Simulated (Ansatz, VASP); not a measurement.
**GaN in VASP and in Ansatz**

Contents of POSCAR:

```
GaN
1.0
    0.0000000000      2.2831557297      2.2831557297
    2.2831557297      0.0000000000      2.2831557297
    2.2831557297      2.2831557297      0.0000000000
Ga N
1 1
Direct
    0.0000000000      0.0000000000      0.0000000000
    0.7500000000      0.7500000000      0.7500000000
```

INCAR.step1

```
SYSTEM = GaN
  ALGO = Normal
  EDIFF = 1E-4
  ENCUT = 520
  GGA = PE
  ISMEAR = 0
  LASPH = .True.
  LCHARG = .False.
  LREAL = .False.
  LWAVE = .True.
  NBANDS = 16
  NELM = 60
  PREC = Accurate
  SIGMA = 0.01
```

The input INCAR.step2:

```
SYSTEM = GaN
  ALGO = Normal
  EDIFF = 1E-6
  ENCUT = 520
  ISIF = 2
  ISMEAR = 0
  ISTART = 1
  LASPH = .True.
  LCHARG = .True.
  LELF = .True.
  LMIXTAU = .True.
  LREAL = .False.
  LVHAR = .True.
  LWAVE = .False.
  METAGGA = R2SCAN
  NBANDS = 16
  NELM = 60
  PREC = Accurate
  SIGMA = 0.01
```

Contents of KPOINTS:

```
k-points
0
Gamma
  8 8 8
  0 0 0
```

Input for Ansatz:

```yaml
crystal:
  lattice:
    - [0.0, 2.2831557296681733, 2.2831557296681733]
    - [2.2831557296681733, 0.0, 2.2831557296681733]
    - [2.2831557296681733, 2.2831557296681733, 0.0]
  atoms:
    - { symbol: Ga, position: [0.0, 0.0, 0.0] }
    - { symbol: "N", position: [0.75, 0.75, 0.75] }
basis:
  ecutwfc: 600.0
kpoints:
  mp_grid:
    grid: [8, 8, 8]
hamiltonian:
  xc: r2scan
  pseudopotentials:
    kind: paw
scf:
  occupations:
    method: fixed
output:
  stress: true
```

Alike in both runs: task single point; functional r2SCAN; k mesh 8 × 8 × 8; no spin polarisation.

|  | VASP | Ansatz |
| --- | --- | --- |
| version | VASP 6.6.1 | Ansatz 0.2.0 |
| potentials or method | VASP PAW PBE potentials, release 64 (Ga_d, N), cutoff 520 eV | plane waves, PAW |
| occupations | gaussian, width 0.01 eV | fixed |
| valence electrons in the cell | 18 | 18 |

VASP gave:

| Item | Value |
| --- | --- |
| pressure (GPa) | -7.0 |

Task: What did Ansatz give for the same quantities?

Result: Pressure (GPa): -8.1.

VASP's potentials were made for PBE, not for r2SCAN.
